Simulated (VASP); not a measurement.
System: PbSe, a slab with vacuum.

```
CELL_PARAMETERS angstrom
4.40905 0.00504 -0.00828
-0.00526 4.40521 0.00196
-2.22441 -2.19984 12.04626
ATOMIC_POSITIONS crystal
Pb 0.18221 0.20025 0.38615
Pb 0.80136 0.81359 0.61484
Se 0.67835 0.69818 0.38013
Se 0.30198 0.31813 0.62086
```

Base run:

| Item | Value |
| --- | --- |
| Program | VASP 6.6.1 |
| Functional | PBE |
| Potentials or basis | VASP PAW PBE potentials, release 64 (Pb_d, Se) |
| Cutoff | 520 eV |
| k mesh | 4 × 4 × 1 |
| Occupations | gaussian, width 0.05 eV |
| Spin | no spin polarisation |

Its results: band gap on the k mesh 1.66 eV; largest force 0.056 eV/Å.

Question: The run is repeated on the same cell with these changes: functional from PBE to B3LYP; further incar settings from ALGO = Normal; EDIFF = 1e-07; NBANDS = 28 to ALGO = Normal; EDIFF = 1e-06; NBANDS = 28. What comes out?

Answer: Band gap on the k mesh 2.59 eV; largest force 0.125 eV/Å.

Caveats: spin-orbit coupling is left out, which moves the levels of the heavy elements; the PAW data sets were made with another functional, which shifts forces and pressure a little (at least some runs).

A k mesh can miss the band edges.
